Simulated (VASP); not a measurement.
Crystal: MgS.

```
Mg S
1.0
     0.00000    2.60152    2.60152
     2.59241    0.00000    2.60152
     2.59241    2.60152    0.00000
Mg S
1 1
Cartesian
  0.0000 0.0000 0.0000
  2.5924 2.6015 2.6015
```

This cell differs from its parent crystal: uniaxial x strain -0.3%.

Program: VASP 6.6.1. Alike in all runs: task single point; potentials or basis VASP PAW PBE potentials, release 64 (Mg, S); no spin polarisation; cell as given; cutoff (eV) 520.

**Question.** Order these runs on this cell by their band gap on the k mesh, lowest first.
A. level PBE; k mesh 8 × 8 × 8; smearing fermi-dirac 0.02 eV
B. level r2SCAN; k mesh 8 × 8 × 8; smearing gaussian 0.01 eV
C. level HSE06; k mesh 6 × 6 × 6; smearing gaussian 0.01 eV; grid for exact exchange (PRECFOCK) Normal; share of exact exchange 0.25; screening parameter 0.2079 1/Å

**Answer.** A (2.77 eV), B (3.42 eV), C (3.74 eV).

A k mesh can miss the band edges.
